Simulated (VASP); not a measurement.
# K2BrCl (R-3m) in VASP: single point with LDA

Aim: the single point of K2BrCl with LDA.

All numbers are computed with VASP 6.6.1; they aren't measurements. Logs are shortened: lines on timing, memory, paths and dates and some standing lists are left out, and cuts for length are marked.

## Step 1: The cell of the first run

The structure is trigonal, space group R-3m (No. 166). Conventional cell: a = 4.561 Å, b = 4.561 Å, c = 22.399 Å, α = 90.00°, β = 90.00°, γ = 120.00°. K (site symmetry 3m) has 3 Cl at 3.18 Å and 3 Br at 3.28 Å within 4.2 Å. Br (site symmetry -3m) has 6 K at 3.28 Å within 4.3 Å. Within 4.2 Å of Cl (site symmetry -3m) lie 6 K at 3.18 Å.

## Step 2: Single point, LDA

INCAR

```
ALGO = Normal ; EDIFF = 1E-6
ENCUT = 520 ; GGA = CA
ISIF = 2 ; ISMEAR = 0
LASPH = True ; LCHARG = True
LELF = True ; LREAL = False
LVHAR = True ; LWAVE = False
NBANDS = 24 ; NELM = 100
PREC = Accurate ; SIGMA = 0.05
```

KPOINTS

```
k-points
0
Gamma
  6 6 6
```

POSCAR

```
K2BrCl
1.0
    2.2806333920      1.3167243028      7.4664346505
   -2.2806333920      1.3167243028      7.4664346505
    0.0000000000     -2.6334486056      7.4664346505
K Br Cl
2 1 1
Direct
    0.7461906900      0.7461906900      0.7461906900
    0.2538093100      0.2538093100      0.2538093100
    0.5000000000      0.5000000000      0.5000000000
    0.0000000000      0.0000000000      0.0000000000
```

Potentials or basis: VASP PAW LDA potentials, release 64 (K_sv, Br, Cl).

Started as:

```console
$ cat potpaw_LDA.64/K_sv/POTCAR potpaw_LDA.64/Br/POTCAR potpaw_LDA.64/Cl/POTCAR > POTCAR
$ mpirun -np 1 vasp_std > vasp.out
```

OUTCAR:

```text
EDIFF = 1E-6
   ENCUT = 520
   GGA = CA
   ISIF = 2
   ISMEAR = 0
   LASPH = True
   LREAL = False
   NELM = 100
   PREC = Accurate

 ion  position               nearest neighbor table
   1  0.746  0.746  0.746-   4 3.18   4 3.18   4 3.18   3 3.28   3 3.28   3 3.28
   2  0.254  0.254  0.254-   4 3.18   4 3.18   4 3.18   3 3.28   3 3.28   3 3.28
   3  0.500  0.500  0.500-   2 3.28   2 3.28   1 3.28   1 3.28   2 3.28   1 3.28
   4  0.000  0.000  0.000-   1 3.18   1 3.18   2 3.18   2 3.18   1 3.18   2 3.18

  LATTYP: Found a trigonal (rhomboedric) cell.
 ALAT       =     7.9172405514
 COS(alpha) =     0.8340438801

  Lattice vectors:

 A1 = (   2.2806333920,   1.3167243028,   7.4664346505)
 A2 = (  -2.2806333920,   1.3167243028,   7.4664346505)
 A3 = (   0.0000000000,  -2.6334486056,   7.4664346505)

Analysis of symmetry for initial positions (statically):
=====================================================================
 Subroutine PRICEL returns:
 Original cell was already a primitive cell.

 Routine SETGRP: Setting up the symmetry group for a
 trigonal (rhombohedral) supercell.

 Subroutine GETGRP returns: Found 12 space group operations
 (whereof 12 operations were pure point group operations)
 out of a pool of 12 trial point group operations.

The static configuration has the point symmetry D_3d.

Analysis of symmetry for dynamics (positions and initial velocities):
=====================================================================
 Subroutine PRICEL returns:
 Original cell was already a primitive cell.

 Routine SETGRP: Setting up the symmetry group for a
 trigonal (rhombohedral) supercell.

 Subroutine GETGRP returns: Found 12 space group operations
 (whereof 12 operations were pure point group operations)
 out of a pool of 12 trial point group operations.

The dynamic configuration has the point symmetry D_3d.

 Subroutine INISYM returns: Found 12 space group operations
 (whereof 12 operations are pure point group operations),
 and found     1 'primitive' translations

----------------------------------------------------------------------------------------

                                     Primitive cell

  volume of cell :     134.5287

  direct lattice vectors                    reciprocal lattice vectors
     2.280633392  1.316724303  7.466434651     0.219237341  0.126576738  0.044644244
    -2.280633392  1.316724303  7.466434651    -0.219237341  0.126576738  0.044644244
     0.000000000 -2.633448606  7.466434651     0.000000000 -0.253153475  0.044644244

  length of vectors
     7.917240551  7.917240551  7.917240551     0.257059897  0.257059897  0.257059897

  position of ions in fractional coordinates (direct lattice)
     0.746190690  0.746190690  0.746190690
     0.253809310  0.253809310  0.253809310
     0.500000000  0.500000000  0.500000000
     0.000000000  0.000000000  0.000000000

  ion indices of the primitive-cell ions
   primitive index   ion index
                 1           1
                 2           2
                 3           3
                 4           4

----------------------------------------------------------------------------------------

 KPOINTS: k-points

Automatic generation of k-mesh.
 Grid dimensions read from file:
 generate k-points for:    6    6    6

 Generating k-lattice:

  Cartesian coordinates                     Fractional coordinates (reciprocal lattice)
     0.036539557  0.021096123  0.007440707     0.166666667  0.000000000  0.000000000
    -0.036539557  0.021096123  0.007440707     0.000000000  0.166666667  0.000000000
     0.000000000 -0.042192246  0.007440707     0.000000000  0.000000000  0.166666667

  Length of vectors
     0.042843316  0.042843316  0.042843316

  Shift w.r.t. Gamma in fractional coordinates (k-lattice)
     0.000000000  0.000000000  0.000000000

 Subroutine IBZKPT returns following result:
 ===========================================

 Found     32 irreducible k-points:

 Following reciprocal coordinates:
            Coordinates               Weight
  0.000000  0.000000  0.000000      1.000000
  0.166667  0.000000 -0.000000      6.000000
  0.333333  0.000000  0.000000      6.000000
  0.500000  0.000000  0.000000      3.000000
  0.166667  0.166667 -0.000000      6.000000
  0.333333  0.166667  0.000000     12.000000
[... 16 lines left out ...]
  0.500000  0.500000  0.166667      6.000000
 -0.333333  0.500000  0.166667     12.000000
 [... further k-points ...]
   k-points           NKPTS =     32   k-points in BZ     NKDIM =     32   number of bands    NBANDS=     24
   number of dos      NEDOS =    301   number of ions     NIONS =      4
   total plane-waves  NPLWV = 216000
   dimension x,y,z NGX =    60 NGY =   60 NGZ =   60
   dimension x,y,z NGXF=   120 NGYF=  120 NGZF=  120
   ions per type =               2   1   1
   NGX,Y,Z   is equivalent  to a cutoff of  12.60, 12.60, 12.60 a.u.
   NGXF,Y,Z  is equivalent  to a cutoff of  25.20, 25.20, 25.20 a.u.
 SYSTEM =  unknown system
   PREC   = accura    normal or accurate (medium, high low for compatibility)
   ISTART =      0    job   : 0-new  1-cont  2-samecut
   ICHARG =      2    charge: 1-file 2-atom 10-const
   ISPIN  =      1    spin polarized calculation?
   LNONCOLLINEAR =      F non collinear calculations
   LSORBIT =      F    spin-orbit coupling
   LASPH  =      T    aspherical Exc in radial PAW
   ENCUT  =  520.0 eV  38.22 Ry    6.18 a.u.  14.72 14.72 14.72*2*pi/ulx,y,z
   NELM   =    100;   NELMIN=  2; NELMDL= -5     # of ELM steps
   EDIFF  = 0.1E-05   stopping-criterion for ELM
   LREAL  =      F    real-space projection
   EDIFFG = 0.1E-04   stopping-criterion for IOM
   NSW    =      0    number of steps for IOM
   IBRION =     -1    ionic relax: 0-MD 1-quasi-New 2-CG
   NFREE  =      0    steps in history (QN), initial steepest desc. (CG)
   ISIF   =      2    stress and relaxation
   ISYM   =      2    0-nonsym 1-usesym 2-fastsym
   POTIM  = 0.5000    time-step for ionic-motion
   TEBEG  =    0.0;   TEEND  =   0.0 temperature during run
   PSTRESS=    0.0 pullay stress
   NELECT =      32.0000    total number of electrons
   NUPDOWN=      -1.0000    fix difference up-down
   EMIN   =  10.00;   EMAX   =-10.00  energy-range for DOS
   EFERMI =   0.00;   METHOD = LEGACY
   ISMEAR =     0;   SIGMA  =   0.05  broadening in eV -4-tet -1-fermi 0-gaus
   EFERMI_NEDOS =   21; number of points for ismear=-14 and -15
   IALGO  =     38    algorithm
   IMIX   =      4    mixing-type and parameters
     AMIX     =   0.40;   BMIX     =  1.00
     AMIX_MAG =   1.60;   BMIX_MAG =  1.00
  volume/ion in A,a.u.               =      33.63       226.96
  Fermi-wavevector in a.u.,A,eV,Ry     =   1.014347  1.916838 13.999032  1.028900
  Thomas-Fermi vector in A             =   2.147569
   LORBIT       =      0    0 simple, 1 ext, 2 COOP (PROOUT), +10 PAW based schemes
   GGA     = CA    functional components
   LHFCALC =     F    Hartree Fock is set to
   AEXX    =    0.0000 exact exchange contribution
   IVDW    =     0    specifies the selected vdW correction
   LEPSILON=     F    determine dielectric tensor
   LRPA    =     F    only Hartree local field effects (RPA)
 non-spin polarized calculation
 Gauss-broadening in eV      SIGMA  =   0.05
  energy-cutoff  :      520.00
  volume of cell :      134.53
 maximum number of plane-waves:      3661
   NGX = 29   NGY = 29   NGZ = 29

 number of electron      31.9999999 magnetization

 Free energy of the ion-electron system (eV)
  ---------------------------------------------------
  ext. energy  EPLUGINS =         0.00000000
  ---------------------------------------------------
  free energy    TOTEN  =       -14.14799617 eV

  energy without entropy =      -14.14799617  energy(sigma->0) =      -14.14799617

 E-fermi :  -1.5190     XC(G=0):  -7.9806

 val. band max:       -1.8239482099   @ k =   0.0000   0.0000   0.0000
 cond. band min:       2.3517440723   @ k =   0.0000   0.0000   0.0000
 fundamental gap:      4.1756922822
 Fermi energy:        -1.5189776584

 k-point     1 :       0.0000    0.0000    0.0000
  band No.  band energies     occupation
      1     -29.1555      2.00000
      2     -29.1466      2.00000
      3     -14.3848      2.00000
      4     -14.1557      2.00000
      5     -12.8704      2.00000
      6     -12.8704      2.00000
[... 16 lines left out ...]
     23       6.5985      0.00000
     24       6.5985      0.00000

 k-point     2 :       0.1667    0.0000   -0.0000
  band No.  band energies     occupation
      1     -29.1535      2.00000
      2     -29.1458      2.00000
      3     -14.3529      2.00000
      4     -14.1747      2.00000
      5     -12.9009      2.00000
      6     -12.8769      2.00000
[... 16 lines left out ...]
     23       6.7962      0.00000
     24       7.0184      0.00000

 k-point     3 :       0.3333    0.0000    0.0000
  band No.  band energies     occupation
      1     -29.1491      2.00000
      2     -29.1447      2.00000
      3     -14.3326      2.00000
      4     -14.1517      2.00000
      5     -12.9510      2.00000
      6     -12.8897      2.00000
[... 16 lines left out ...]
     23       7.2253      0.00000
     24       7.2378      0.00000

 k-point     4 :       0.5000    0.0000    0.0000
  band No.  band energies     occupation
      1     -29.1460      2.00000
      2     -29.1451      2.00000
      3     -14.3253      2.00000
      4     -14.1382      2.00000
      5     -12.9291      2.00000
      6     -12.9065      2.00000
[... 16 lines left out ...]
     23       7.6144      0.00000
     24       7.7795      0.00000

 k-point     5 :       0.1667    0.1667   -0.0000
  band No.  band energies     occupation
      1     -29.1533      2.00000
      2     -29.1460      2.00000
      3     -14.3502      2.00000
      4     -14.1789      2.00000
      5     -12.8939      2.00000
      6     -12.8807      2.00000
[... 451 lines left out ...]
 k-point    22 :      -0.1667    0.3333    0.1667
  band No.  band energies     occupation
      1     -29.1469      2.00000
      2     -29.1442      2.00000
      3     -14.3456      2.00000
      4     -14.1059      2.00000
      5     -12.9677      2.00000
      6     -12.9302      2.00000
[... 16 lines left out ...]
     23       7.2470      0.00000
     24       7.4424      0.00000

 k-point    23 :       0.5000    0.5000    0.1667
  band No.  band energies     occupation
      1     -29.1483      2.00000
      2     -29.1455      2.00000
      3     -14.3582      2.00000
      4     -14.1205      2.00000
      5     -12.9149      2.00000
      6     -12.9021      2.00000
[... 16 lines left out ...]
     23       7.4831      0.00000
     24       7.4887      0.00000

 k-point    24 :      -0.3333    0.5000    0.1667
  band No.  band energies     occupation
      1     -29.1463      2.00000
      2     -29.1448      2.00000
      3     -14.3435      2.00000
      4     -14.1133      2.00000
      5     -12.9457      2.00000
      6     -12.9010      2.00000
[... 16 lines left out ...]
     23       7.6456      0.00000
     24       7.8446      0.00000

 [... further k-points ...]
[... 5 lines left out ...]
  --------------------------------------------------------------------------------------
  -------------------------------------------------------------------------------------
  Total       -1.5162348     -1.5162348     -1.5155340      0.0000000     -0.0000000      0.0000000
  in kB      -18.0576901    -18.0576901    -18.0493433      0.0000000     -0.0000000      0.0000000
  external PRESSURE =     -18.0549078 kB  Pullay stress =       0.0000000 kB

 VOLUME and BASIS-vectors are now :
 -----------------------------------------------------------------------------
  energy-cutoff  :      520.00
  volume of cell :      134.53
      direct lattice vectors                 reciprocal lattice vectors
     2.280633392  1.316724303  7.466434651     0.219237341  0.126576738  0.044644244
    -2.280633392  1.316724303  7.466434651    -0.219237341  0.126576738  0.044644244
     0.000000000 -2.633448606  7.466434651     0.000000000 -0.253153475  0.044644244

 POSITION                                       TOTAL-FORCE (eV/Angst)
 -----------------------------------------------------------------------------------
      0.00000      0.00000     16.71415        -0.000000      0.000000     -0.006569
      0.00000      0.00000      5.68515        -0.000000     -0.000000      0.006569
      0.00000      0.00000     11.19965         0.000000      0.000000     -0.000000
      0.00000      0.00000      0.00000        -0.000000      0.000000     -0.000000
 -----------------------------------------------------------------------------------
    total drift:                                0.000000     -0.000000      0.000000

  FREE ENERGIE OF THE ION-ELECTRON SYSTEM (eV)
  ---------------------------------------------------
  free  energy   TOTEN  =       -14.1479961715 eV

  energy  without entropy=      -14.1479961715  energy(sigma->0) =      -14.14799617
```

Wall time 4.3 min (1 thread of Intel Xeon Platinum 8375C at 2.90GHz (Ice Lake), shared host); peak memory 0.41 GiB.

Results:

* Free energy: -14.1480 eV
* Pressure: -1.8 GPa
* Largest force: 0.007 eV/Å
* Band gap on the k mesh: 4.18 eV

Forces in eV/Å, atoms in the order of the input:
```
K    0.000  0.000 -0.007
K    0.000  0.000  0.007
Br   0.000  0.000  0.000
Cl   0.000  0.000  0.000
```

A k mesh can miss the band edges.
